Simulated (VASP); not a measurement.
# P in VASP: notebook

Runs on P. Level: PBEsol. Tasks: single point.

Program: VASP 6.6.1. These are calculated values, not measurements. Logs are shortened: lines on timing, memory, paths and dates and some standing lists are left out, and cuts for length are marked.

## Step 1: The cell of the first run

The cell holds a slab with vacuum, 4 atoms: a = 3.284 Å, b = 34.857 Å, c = 4.632 Å, α = 90.00°, β = 90.00°, γ = 90.00°.

## Step 2: Single point, PBEsol (atom 1 (P) moved -0.075 Å towards its neighbour atom 4 (P) at 2.199 Å)

INCAR reads:

```
PREC     = Accurate       # precision mode
ENCUT    = 520            # plane-wave cutoff, eV
EDIFF    = 1E-6           # SCF threshold, eV
ISMEAR   = 0              # smearing method
SIGMA    = 0.05           # smearing width, eV
LREAL    = False          # projectors in reciprocal space
LASPH    = True           # aspherical terms in the spheres
NELM     = 100            # most SCF steps
ALGO     = Normal         # electronic algorithm
ISIF     = 2              # what is computed and relaxed
LWAVE    = False          # write WAVECAR
LCHARG   = False          # write CHGCAR
GGA      = PS             # functional
NBANDS   = 18             # bands
```

KPOINTS reads:

```
regular mesh
0
Gamma
  8 1 6
```

POSCAR reads:

```
P
1.0
    3.2837277200      0.0000000000      0.0000000000
    0.0000000000     34.8570309900      0.0000000000
    0.0000000000      0.0000000000      4.6320847100
P
4
Direct
    0.0170557432      0.9702614300      0.5813817729
    0.0000000000      0.0297385700      0.4078492800
    0.5000000000      0.0297385700      0.0921507200
    0.5000000000      0.9702614300      0.9078492800
```

Potentials or basis: VASP PAW PBE potentials, release 64 (P).

Started as:

```console
$ cat potpaw_PBE.64/P/POTCAR > POTCAR
$ mpirun -np 1 vasp_std > vasp.out
```

OUTCAR:

```text
PREC = Accurate
   ENCUT = 520
   EDIFF = 1E-6
   ISMEAR = 0
   LREAL = False
   LASPH = True
   NELM = 100
   ISIF = 2
   GGA = PS

 ion  position               nearest neighbor table
   1  0.017  0.970  0.581-   4 2.19   2 2.22   4 2.27
   2  0.000  0.030  0.408-   3 2.20   3 2.20   1 2.22
   3  0.500  0.030  0.092-   2 2.20   2 2.20   4 2.24
   4  0.500  0.970  0.908-   1 2.19   3 2.24   1 2.27

  LATTYP: Found a simple orthorhombic cell.
 ALAT       =     3.2837277200
 B/A-ratio  =     1.4106177811
 C/A-ratio  =    10.6150795566

  Lattice vectors:

 A1 = (  -3.2837277200,   0.0000000000,   0.0000000000)
 A2 = (   0.0000000000,   0.0000000000,   4.6320847100)
 A3 = (   0.0000000000,  34.8570309900,   0.0000000000)

Analysis of symmetry for initial positions (statically):
=====================================================================
 Subroutine PRICEL returns:
 Original cell was already a primitive cell.

 Routine SETGRP: Setting up the symmetry group for a
 simple orthorhombic supercell.

 Subroutine GETGRP returns: Found  1 space group operations
 (whereof  1 operations were pure point group operations)
 out of a pool of  8 trial point group operations.

The static configuration has the point symmetry C_1 .

Analysis of symmetry for dynamics (positions and initial velocities):
=====================================================================
 Subroutine PRICEL returns:
 Original cell was already a primitive cell.

 Routine SETGRP: Setting up the symmetry group for a
 simple orthorhombic supercell.

 Subroutine GETGRP returns: Found  1 space group operations
 (whereof  1 operations were pure point group operations)
 out of a pool of  8 trial point group operations.

The dynamic configuration has the point symmetry C_1 .

 Subroutine INISYM returns: Found  1 space group operations
 (whereof  1 operations are pure point group operations),
 and found     1 'primitive' translations

----------------------------------------------------------------------------------------

                                     Primitive cell

  volume of cell :     530.1930

  direct lattice vectors                    reciprocal lattice vectors
     3.283727720  0.000000000  0.000000000     0.304531948  0.000000000  0.000000000
     0.000000000 34.857030990  0.000000000     0.000000000  0.028688617  0.000000000
     0.000000000  0.000000000  4.632084710     0.000000000  0.000000000  0.215885516

[... 87 lines left out ...]
   EDIFF  = 0.1E-05   stopping-criterion for ELM
   LREAL  =      F    real-space projection
   EDIFFG = 0.1E-04   stopping-criterion for IOM
   NSW    =      0    number of steps for IOM
   IBRION =     -1    ionic relax: 0-MD 1-quasi-New 2-CG
   NFREE  =      0    steps in history (QN), initial steepest desc. (CG)
   ISIF   =      2    stress and relaxation
   ISYM   =      2    0-nonsym 1-usesym 2-fastsym
   POTIM  = 0.5000    time-step for ionic-motion
   TEBEG  =    0.0;   TEEND  =   0.0 temperature during run
   PSTRESS=    0.0 pullay stress
   NELECT =      20.0000    total number of electrons
   NUPDOWN=      -1.0000    fix difference up-down
   EMIN   =  10.00;   EMAX   =-10.00  energy-range for DOS
   EFERMI =   0.00;   METHOD = LEGACY
   ISMEAR =     0;   SIGMA  =   0.05  broadening in eV -4-tet -1-fermi 0-gaus
   EFERMI_NEDOS =   21; number of points for ismear=-14 and -15
   IALGO  =     38    algorithm
   IMIX   =      4    mixing-type and parameters
     AMIX     =   0.40;   BMIX     =  1.00
     AMIX_MAG =   1.60;   BMIX_MAG =  1.00
  volume/ion in A,a.u.               =     132.55       894.48
  Fermi-wavevector in a.u.,A,eV,Ry     =   0.549044  1.037542  4.101461  0.301449
  Thomas-Fermi vector in A             =   1.580001
   LORBIT       =      0    0 simple, 1 ext, 2 COOP (PROOUT), +10 PAW based schemes
   GGA     = PS    functional components
   LHFCALC =     F    Hartree Fock is set to
   AEXX    =    0.0000 exact exchange contribution
   IVDW    =     0    specifies the selected vdW correction
   LEPSILON=     F    determine dielectric tensor
   LRPA    =     F    only Hartree local field effects (RPA)
 non-spin polarized calculation
 Gauss-broadening in eV      SIGMA  =   0.05
  energy-cutoff  :      520.00
  volume of cell :      530.19
 maximum number of plane-waves:     14344
   NGX = 13   NGY =129   NGZ = 17

 number of electron      20.0000001 magnetization

 Free energy of the ion-electron system (eV)
  ---------------------------------------------------
  ext. energy  EPLUGINS =         0.00000000
  ---------------------------------------------------
  free energy    TOTEN  =       -22.79452207 eV

  energy without entropy =      -22.79452207  energy(sigma->0) =      -22.79452207

 E-fermi :  -3.2203     XC(G=0):  -1.7709

 val. band max:       -3.4982642652   @ k =   0.0000   0.0000   0.0000
 cond. band min:      -2.5148343717   @ k =   0.0000   0.0000   0.0000
 fundamental gap:      0.9834298935
 Fermi energy:        -3.2203473423

 k-point     1 :       0.0000    0.0000    0.0000
  band No.  band energies     occupation
      1     -18.5646      2.00000
      2     -15.9950      2.00000
      3     -12.7936      2.00000
      4      -9.2375      2.00000
      5      -8.1838      2.00000
      6      -8.0831      2.00000
[... 481 lines left out ...]
      5      -9.0154      2.00000
      6      -8.8269      2.00000
[... 10 lines left out ...]
     17       2.8428      0.00000
     18       2.9467      0.00000

 [... further k-points ...]

------------------------ aborting loop because EDIFF is reached ----------------------------------------

  FORCE on cell =-STRESS in cart. coord.  units (eV):
  Direction    XX          YY          ZZ          XY          YZ          ZX
  --------------------------------------------------------------------------------------
  -------------------------------------------------------------------------------------
  Total       -0.6703743      0.3885183     -0.8029109      0.2219789     -0.2996579      0.6908344
  in kB       -2.0257875      1.1740540     -2.4262968      0.6707927     -0.9055288      2.0876154
  external PRESSURE =      -1.0926768 kB  Pullay stress =       0.0000000 kB

 VOLUME and BASIS-vectors are now :
 -----------------------------------------------------------------------------
  energy-cutoff  :      520.00
  volume of cell :      530.19
      direct lattice vectors                 reciprocal lattice vectors
     3.283727720  0.000000000  0.000000000     0.304531948  0.000000000  0.000000000
     0.000000000 34.857030990  0.000000000     0.000000000  0.028688617  0.000000000
     0.000000000  0.000000000  4.632084710     0.000000000  0.000000000  0.215885516

 POSITION                                       TOTAL-FORCE (eV/Angst)
 -----------------------------------------------------------------------------------
      0.05601     33.82043      2.69301        -0.582286     -0.102317      0.352884
      0.00000      1.03660      1.88919         0.060835      0.099495      0.199092
      1.64186      1.03660      0.42685         0.046271      0.094687     -0.343672
      1.64186     33.82043      4.20523         0.475180     -0.091864     -0.208305
 -----------------------------------------------------------------------------------
    total drift:                               -0.000044     -0.000014      0.000032

  FREE ENERGIE OF THE ION-ELECTRON SYSTEM (eV)
  ---------------------------------------------------
  free  energy   TOTEN  =       -22.7945220656 eV

  energy  without entropy=      -22.7945220656  energy(sigma->0) =      -22.79452207
```

It took 2.6 min on 1 thread of Intel Xeon 6975P-C (Granite Rapids), shared host; peak memory 0.6 GiB.

What came out:

- Free energy: -22.7945 eV
- Largest force: 0.689 eV/Å
- Band gap on the k mesh: 0.98 eV

Forces on the atoms (eV/Å):
```
P   -0.582 -0.102  0.353
P    0.061  0.099  0.199
P    0.046  0.095 -0.344
P    0.475 -0.092 -0.208
```

Caveat: the cell differs from its parent crystal (atom 1 (P) moved -0.075 Å towards its neighbour atom 4 (P) at 2.199 Å); the PAW data sets were made with another functional, which shifts forces and pressure a little.

## Step 3: Single point, PBEsol (atom 1 (P) moved +0.075 Å towards its neighbour atom 4 (P) at 2.199 Å)

INCAR reads:

```
SYSTEM = P
  PREC = Accurate
  ENCUT = 520
  EDIFF = 1E-6
  ISMEAR = 0
  SIGMA = 0.05
  LREAL = .False.
  LASPH = .True.
  NELM = 80
  ALGO = Normal
  ISIF = 2
  LWAVE = .False.
  LCHARG = .False.
  GGA = PS
  NBANDS = 18
```

KPOINTS reads:

```
Automatic mesh
0
Gamma
  8 1 6
  0 0 0
```

POSCAR, as its differences from that of step 2:

```diff
@@ -8,3 +8,3 @@
 Direct
-    0.0170557432      0.9702614300      0.5813817729
+   -0.0170557432      0.9702614300      0.6029196671
     0.0000000000      0.0297385700      0.4078492800
```

Potentials or basis: VASP PAW PBE potentials, release 64 (P).

Started as:

```console
$ cat potpaw_PBE.64/P/POTCAR > POTCAR
$ mpirun -np 1 vasp_std > vasp.out
```

Wall time 2.9 min (1 thread of Intel Xeon 6975P-C (Granite Rapids), shared host); peak memory 0.58 GiB.

It converged, with:

```
Free energy            : -22.7633 eV
Largest force          : 1.275 eV/Å
Band gap on the k mesh : 0.81 eV
```

Forces in eV/Å, atoms in the order of the input:
```
P    0.772  0.006 -1.015
P   -0.066 -0.009  0.306
P   -0.049 -0.003 -0.156
P   -0.656  0.007  0.865
```

Levels at points of the mesh, in eV from the valence-band top:
| k point | band 6 | band 7 | band 8 | band 9 | band 10 | band 11 | band 12 | band 13 | band 14 | band 15 |
| --- | --- | --- | --- | --- | --- | --- | --- | --- | --- | --- |
| (0.00, 0.00, 0.00) | -4.61 | -3.64 | -2.08 | -1.67 | 0.00 | 0.81 | 1.29 | 2.43 | 3.35 | 4.34 |
| (0.50, 0.00, 0.00) | -5.19 | -2.87 | -2.75 | -2.13 | -2.01 | 1.03 | 1.17 | 2.14 | 2.34 | 3.65 |
| (0.00, 0.00, 0.50) | -3.03 | -2.91 | -2.71 | -1.46 | -1.41 | 1.78 | 1.97 | 3.59 | 3.66 | 3.74 |
| (0.50, 0.00, 0.50) | -5.12 | -4.65 | -4.55 | -1.17 | -1.09 | 2.06 | 2.27 | 3.72 | 3.85 | 5.04 |

Caveat: the cell differs from its parent crystal (atom 1 (P) moved +0.075 Å towards its neighbour atom 4 (P) at 2.199 Å); the PAW data sets were made with another functional, which shifts forces and pressure a little.
